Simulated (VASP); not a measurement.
Te2Mo, 3 atoms in the cell. The cell holds a slab with vacuum, 3 atoms: a = 3.560 Å, b = 3.560 Å, c = 17.524 Å, α = 90.00°, β = 90.00°, γ = 120.00°. 

```yaml
Program: VASP 6.6.1
Task: single point
Functional: r2SCAN
Potentials_or_basis: VASP PAW PBE potentials, release 64 (Te, Mo_sv)
Cutoff: 520 eV
k_mesh: 9 × 9 × 2
Occupations: fermi-dirac, width 0.05 eV
Spin: no spin polarisation
Dipole_correction: no
Further_INCAR_settings: ALGO = Normal; EDIFF = 1e-06; NBANDS = 20
```

Potentials or basis: VASP PAW PBE potentials, release 64 (Te, Mo_sv).

Launch:

```console
$ cat potpaw_PBE.64/Te/POTCAR potpaw_PBE.64/Mo_sv/POTCAR > POTCAR
$ cp INCAR.step1 INCAR
$ mpirun -np 1 vasp_std > vasp.out
$ cp INCAR.step2 INCAR
$ mpirun -np 1 vasp_std > vasp.out
```

Hardware: 1 thread of Intel Xeon 8259CL (shared host).

Question: Estimate the wall time of this run.

Answer: Run time: 14 min on 1 thread of Intel Xeon 8259CL, with other jobs on the host, peak memory 0.41 GiB. Counts: k points 24.
